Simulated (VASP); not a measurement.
# ZnS (F-43m) in VASP: further runs, part 2 of 2

VASP 6.6.1.

## Step 4: Single point, r2SCAN

This run uses another cell than the first one, of 19.56 Å³/atom, 1.015 times its volume.

File POSCAR:

```
ZnS
1.0
    0.0000000000      2.6945169062      2.6945169062
    2.6945169062      0.0000000000      2.6945169062
    2.6945169062      2.6945169062      0.0000000000
Zn S
1 1
Direct
    0.7500000000      0.7500000000      0.7500000000
    0.0000000000      0.0000000000      0.0000000000
```

File INCAR.step1:

```
SYSTEM = ZnS
PREC = Accurate
ENCUT = 520
ISMEAR = 0
SIGMA = 0.01
LREAL = .FALSE.
LASPH = .TRUE.
NELM = 80
NBANDS = 16
GGA = PE
ALGO = Normal
EDIFF = 1E-4
LWAVE = .TRUE.
LCHARG = .FALSE.
```

File INCAR.step2:

```
SYSTEM = ZnS
PREC = Accurate
ENCUT = 520
EDIFF = 1E-6
ISMEAR = 0
SIGMA = 0.01
LREAL = .FALSE.
LASPH = .TRUE.
NELM = 80
ALGO = Normal
ISIF = 2
LWAVE = .FALSE.
LCHARG = .TRUE.
METAGGA = R2SCAN
LMIXTAU = .TRUE.
LELF = .TRUE.
LVHAR = .TRUE.
NBANDS = 16
ISTART = 1
```

File KPOINTS:

```
regular mesh
0
G
  8 8 8
  0 0 0
```

Potentials or basis: VASP PAW PBE potentials, release 64 (Zn, S).

Run with:

```bash
$ cat potpaw_PBE.64/Zn/POTCAR potpaw_PBE.64/S/POTCAR > POTCAR
$ cp INCAR.step1 INCAR
$ mpirun -np 1 vasp_std > vasp.out
$ cp INCAR.step2 INCAR
$ mpirun -np 1 vasp_std > vasp.out
```

OUTCAR:

```text
SYSTEM = ZnS
   PREC = Accurate
   ENCUT = 520
   EDIFF = 1E-6
   ISMEAR = 0
   LREAL = .FALSE.
   LASPH = .TRUE.
   NELM = 80
   ISIF = 2
   METAGGA = R2SCAN
   ISTART = 1

 ion  position               nearest neighbor table
   1  0.750  0.750  0.750-   2 2.33   2 2.33   2 2.33   2 2.33
   2  0.000  0.000  0.000-   1 2.33   1 2.33   1 2.33   1 2.33

  LATTYP: Found a face centered cubic cell.
 ALAT       =     5.3890338124

  Lattice vectors:

 A1 = (   0.0000000000,   2.6945169062,   2.6945169062)
 A2 = (   2.6945169062,   0.0000000000,   2.6945169062)
 A3 = (   2.6945169062,   2.6945169062,   0.0000000000)

Analysis of symmetry for initial positions (statically):
=====================================================================
 Subroutine PRICEL returns:
 Original cell was already a primitive cell.

 Routine SETGRP: Setting up the symmetry group for a
 face centered cubic supercell.

 Subroutine GETGRP returns: Found 24 space group operations
 (whereof 24 operations were pure point group operations)
 out of a pool of 48 trial point group operations.

The static configuration has the point symmetry T_d .

Analysis of symmetry for dynamics (positions and initial velocities):
=====================================================================
 Subroutine PRICEL returns:
 Original cell was already a primitive cell.

 Routine SETGRP: Setting up the symmetry group for a
 face centered cubic supercell.

 Subroutine GETGRP returns: Found 24 space group operations
 (whereof 24 operations were pure point group operations)
 out of a pool of 48 trial point group operations.

The dynamic configuration has the point symmetry T_d .

 Subroutine INISYM returns: Found 24 space group operations
 (whereof 24 operations are pure point group operations),
 and found     1 'primitive' translations

----------------------------------------------------------------------------------------

[... 111 lines left out ...]
     AMIX     =   0.40;   BMIX     =  1.00
     AMIX_MAG =   1.60;   BMIX_MAG =  1.00
  volume/ion in A,a.u.               =      19.56       132.02
  Fermi-wavevector in a.u.,A,eV,Ry     =   1.263790  2.388216 21.730735  1.597164
  Thomas-Fermi vector in A             =   2.397128
   LORBIT       =      0    0 simple, 1 ext, 2 COOP (PROOUT), +10 PAW based schemes
   METAGGA = R2SCAN    functional components
   LHFCALC =     F    Hartree Fock is set to
   AEXX    =    0.0000 exact exchange contribution
   IVDW    =     0    specifies the selected vdW correction
   LEPSILON=     F    determine dielectric tensor
   LRPA    =     F    only Hartree local field effects (RPA)
 non-spin polarized calculation
 Gauss-broadening in eV      SIGMA  =   0.01
  energy-cutoff  :      520.00
  volume of cell :       39.13
 maximum number of plane-waves:      1067
   NGX = 15   NGY = 15   NGZ = 15

 number of electron      18.0000006 magnetization

 Free energy of the ion-electron system (eV)
  ---------------------------------------------------
  ext. energy  EPLUGINS =         0.00000000
  ---------------------------------------------------
  free energy    TOTEN  =       -18.86623086 eV

  energy without entropy =      -18.86623086  energy(sigma->0) =      -18.86623086

 E-fermi :   1.9781     XC(G=0): -10.3263

 val. band max:        1.9093402601   @ k =   0.0000   0.0000   0.0000
 cond. band min:       4.6227557160   @ k =   0.0000   0.0000   0.0000
 fundamental gap:      2.7134154559
 Fermi energy:         1.9781421047

 k-point     1 :       0.0000    0.0000    0.0000
  band No.  band energies     occupation
      1     -11.8261      2.00000
      2      -4.6235      2.00000
      3      -4.6235      2.00000
      4      -4.6234      2.00000
      5      -4.0668      2.00000
      6      -4.0668      2.00000
[... 433 lines left out ...]
      3      -4.4215      2.00000
      4      -4.1275      2.00000
      5      -4.0555      2.00000
      6      -3.7975      2.00000
[... 8 lines left out ...]
     15      16.0912      0.00000
     16      16.9604      0.00000

 [... further k-points ...]

------------------------ aborting loop because EDIFF is reached ----------------------------------------

  FORCE on cell =-STRESS in cart. coord.  units (eV):
  Direction    XX          YY          ZZ          XY          YZ          ZX
  --------------------------------------------------------------------------------------
  -------------------------------------------------------------------------------------
  Total        0.0009459      0.0009459      0.0009459      0.0000000      0.0000000     -0.0000000
  in kB        0.0387327      0.0387327      0.0387327      0.0000000      0.0000000     -0.0000000
  external PRESSURE =       0.0387327 kB  Pullay stress =       0.0000000 kB

 VOLUME and BASIS-vectors are now :
 -----------------------------------------------------------------------------
  energy-cutoff  :      520.00
  volume of cell :       39.13
      direct lattice vectors                 reciprocal lattice vectors
     0.000000000  2.694516906  2.694516906    -0.185562020  0.185562020  0.185562020
     2.694516906  0.000000000  2.694516906     0.185562020 -0.185562020  0.185562020
     2.694516906  2.694516906  0.000000000     0.185562020  0.185562020 -0.185562020

 POSITION                                       TOTAL-FORCE (eV/Angst)
 -----------------------------------------------------------------------------------
      4.04178      4.04178      4.04178         0.000000     -0.000000      0.000000
      0.00000      0.00000      0.00000        -0.000000      0.000000     -0.000000
 -----------------------------------------------------------------------------------
    total drift:                                0.000011      0.000011      0.000011

  FREE ENERGIE OF THE ION-ELECTRON SYSTEM (eV)
  ---------------------------------------------------
  free  energy   TOTEN  =       -18.8662308565 eV

  energy  without entropy=      -18.8662308565  energy(sigma->0) =      -18.86623086
```

OUTCAR.step1:

```text
SYSTEM = ZnS
   PREC = Accurate
   ENCUT = 520
   ISMEAR = 0
   LREAL = .FALSE.
   LASPH = .TRUE.
[... 677 lines left out ...]
      4.04178      4.04178      4.04178        -0.000000     -0.000000     -0.000000
      0.00000      0.00000      0.00000         0.000000      0.000000      0.000000
 -----------------------------------------------------------------------------------
    total drift:                                0.000001      0.000001      0.000001

  FREE ENERGIE OF THE ION-ELECTRON SYSTEM (eV)
  ---------------------------------------------------
  free  energy   TOTEN  =        -6.8427702987 eV

  energy  without entropy=       -6.8427702987  energy(sigma->0) =       -6.84277030
```

It took 66 s on 1 thread of AMD EPYC 7R43 (Zen 3), shared host; peak memory 0.13 GiB.

What came out:

```
Free energy            : -18.8662 eV
Pressure               : 0.0 GPa
Band gap on the k mesh : 2.71 eV, direct
```

Caveat: the PAW data sets were made with another functional, which shifts forces and pressure a little.

## Step 5: How close it comes

Step 2. Against the measured gap of ZnS, 3.85 eV (direct; 19 K; quoted in “Electronic, vibrational, and thermodynamic properties of ZnS (zincblende and rocksalt structure)”, 2009, arxiv:0911.5022), the calculated 2.78 eV is off by -1.07 eV. The value is that of r2SCAN, without temperature or zero-point motion.

Step 3. Against the measured gap of ZnS, 3.85 eV (direct; 19 K; quoted in “Electronic, vibrational, and thermodynamic properties of ZnS (zincblende and rocksalt structure)”, 2009, arxiv:0911.5022), the calculated 2.71 eV is off by -1.14 eV. The value is that of r2SCAN, without temperature or zero-point motion.

Step 4. A measured gap of ZnS is 3.85 eV (direct; 19 K; quoted in “Electronic, vibrational, and thermodynamic properties of ZnS (zincblende and rocksalt structure)”, 2009, arxiv:0911.5022); the calculated 2.71 eV misses it by -1.14 eV. The value is that of r2SCAN, without temperature or zero-point motion.
